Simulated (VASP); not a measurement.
Input of a VASP 6.6.1 run:

File POSCAR:

```
La2O3
1.0
    6.3548712415      0.0000000000      0.0000000000
   -3.1774356207      5.5034799329      0.0000000000
    0.0000000000      0.0000000000      3.2784347917
La O
2 3
Direct
    0.6666666667      0.3333333333      0.5000000000
    0.3333333333      0.6666666667      0.5000000000
    0.5002752657      0.0000000000      0.0000000000
    0.0000000000      0.5002752657      0.0000000000
    0.4997247343      0.4997247343      0.0000000000
```

INCAR.step1

```
  PREC = Accurate
  ENCUT = 520
  ISMEAR = -1
  SIGMA = 0.05
  LREAL = F
  LASPH = T
  NELM = 80
  NBANDS = 28
  GGA = PE
  ALGO = Normal
  EDIFF = 1E-4
  LWAVE = T
  LCHARG = F
```

INCAR.step2

```
  PREC = Accurate
  ENCUT = 520
  EDIFF = 1E-6
  ISMEAR = -1
  SIGMA = 0.05
  LREAL = F
  LASPH = T
  NELM = 80
  ALGO = Normal
  ISIF = 2
  LWAVE = F
  LCHARG = F
  METAGGA = R2SCAN
  LMIXTAU = T
  NBANDS = 28
  ISTART = 1
```

KPOINTS

```
Automatic mesh
0
Gamma
  5 5 8
```

Potentials or basis: VASP PAW PBE potentials, release 64 (La, O).

Command:

```console
$ cat potpaw_PBE.64/La/POTCAR potpaw_PBE.64/O/POTCAR > POTCAR
$ cp INCAR.step1 INCAR
$ mpirun -np 1 vasp_std > vasp.out
$ cp INCAR.step2 INCAR
$ mpirun -np 1 vasp_std > vasp.out
```

Estimate the band gap on the k mesh.

1.95 eV (least direct gap 2.43 eV).

What does it give for the pressure?

-0.3 GPa.

Stress tensor (GPa, compression positive):
```
-0.29  0.00  0.00
 0.00 -0.29  0.00
 0.00  0.00 -0.39
```

Caveat: the PAW data sets were made with another functional, which shifts forces and pressure a little; spin-orbit coupling is left out, which moves the levels of the heavy elements; an odd mesh through Γ misses points on the zone boundary, where band edges can lie.
